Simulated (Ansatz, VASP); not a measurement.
**Two plane-wave programs on C**

File INCAR:

```
SYSTEM = C
ALGO     = Normal         ! electronic algorithm
EDIFF    = 1E-6           ! SCF threshold, eV
ENCUT    = 520            ! plane-wave cutoff, eV
GGA      = RP             ! functional
ISIF     = 2              ! what is computed and relaxed
ISMEAR   = -1             ! smearing method
LASPH    = .TRUE.         ! aspherical terms in the spheres
LCHARG   = .TRUE.         ! write CHGCAR
LELF     = .TRUE.         ! ELF
LREAL    = .FALSE.        ! projectors in reciprocal space
LVHAR    = .TRUE.       
LWAVE    = .FALSE.        ! write WAVECAR
NBANDS   = 13             ! bands
NELM     = 80             ! most SCF steps
PREC     = Accurate       ! precision mode
SIGMA    = 0.1            ! smearing width, eV
```

KPOINTS

```
k-points
0
G
  6 6 27
  0 0 0
```

Contents of POSCAR:

```
C
1.0
    7.5613178978      0.0000000001      0.0000000000
   -3.7806589490      6.5482933856      0.0000000000
    0.0000000000      0.0000000000      1.3221280738
C
3
Direct
    0.0000000000      1.0000000000      0.0000000000
    0.3333333333      0.6666666667      0.5000000000
    0.6666666667      0.3333333333      0.5000000000
```

Input for Ansatz:

```yaml
crystal:
  lattice:
    - [7.5613178978, 1.0e-10, 0.0]
    - [-3.780658949, 6.5482933856, 0.0]
    - [0.0, 0.0, 1.3221280738]
  atoms:
    - { symbol: C, position: [0.0, 1.0, 0.0] }
    - { symbol: C, position: [0.3333333333, 0.6666666667, 0.5] }
    - { symbol: C, position: [0.6666666667, 0.3333333333, 0.5] }
hamiltonian:
  xc: rpbe
  pseudopotentials:
    kind: paw
    azcp:
      C: "pseudopotentials/C.paw.azcp"
basis:
  ecutwfc: 420
  fft_grid_basis: typed
kpoints:
  mp_grid: { grid: [6, 6, 27], shift: [0, 0, 0] }
magnetization:
  spin_polarized: false
scf:
  occupations: { method: fermi_dirac, width: 0.1 }
  lower_state_search: "off"
output:
  stress: true
  write_density: true
  write_potential: true
  elf: true
  volumetric_format: npy
```

Alike in both runs: task single point; functional RPBE; k mesh 6 × 6 × 27; occupations fermi-dirac, width 0.1 eV; no spin polarisation.

```csv
,VASP,Ansatz
version,VASP 6.6.1,Ansatz 0.2.0
potentials or method,"VASP PAW PBE potentials, release 64 (C), cutoff 520 eV","plane waves (420 eV) with PAW, scalar-relativistic"
valence electrons in the cell,12,12
```

VASP gave:

* pressure (GPa): -7.6
* traceless stress, the component that is largest in VASP (GPa): -15.56

Task: What did Ansatz give for the same quantities?

Result: Pressure (GPa): -7.6; traceless stress, the component that is largest in VASP (GPa): -15.53.

VASP's potentials were made for PBE, not for RPBE. The functional is the same, so the differences come from potentials, cutoffs and numerics.
